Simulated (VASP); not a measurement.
Here is a VASP 6.6.1 calculation.

Contents of INCAR:

```
PREC     = Accurate       # precision mode
ENCUT    = 520            # plane-wave cutoff, eV
EDIFF    = 1E-6           # SCF threshold, eV
ISMEAR   = 0              # smearing method
SIGMA    = 0.1            # smearing width, eV
LREAL    = False          # projectors in reciprocal space
LASPH    = True           # aspherical terms in the spheres
NELM     = 60             # most SCF steps
ALGO     = Normal         # electronic algorithm
ISIF     = 2              # what is computed and relaxed
LWAVE    = False          # write WAVECAR
LCHARG   = False          # write CHGCAR
GGA      = PE             # functional
NBANDS   = 34             # bands
```

The input KPOINTS:

```
Automatic mesh
0
Gamma
  14 14 6
```

File POSCAR:

```
Ge3Pt
1.0
    3.5060223256      0.0000000000      0.0000000000
    0.0000000000      3.5060223256      0.0000000000
    0.0000000000      0.0000000000      7.7255571476
Ge Pt
3 1
Direct
    0.0000000000      0.0000000000      0.6633829136
    0.0000000000      0.0000000000      0.3366170864
    0.5000000000      0.5000000000      0.0000000000
    0.0000000000      0.0000000000      0.0000000000
```

Potentials or basis: VASP PAW PBE potentials, release 64 (Ge_d, Pt).

Launch:

```console
$ cat potpaw_PBE.64/Ge_d/POTCAR potpaw_PBE.64/Pt/POTCAR > POTCAR
$ mpirun -np 1 vasp_std > vasp.out
```

Problem. Predict the largest force.

Solution. 0.007 eV/Å.

Problem. Estimate the pressure.

Solution. 0.0 GPa.

Problem. Predict the band gap on the k mesh.

Solution. Zero (band 26 reaches 5.90 eV, above the bottom of band 27 at 3.69 eV).

Forces on the atoms (eV/Å):
```
Ge   0.000  0.000  0.007
Ge   0.000  0.000 -0.007
Ge   0.000  0.000  0.000
Pt   0.000  0.000  0.000
```

Caveat: spin-orbit coupling is left out, which moves the levels of the heavy elements.
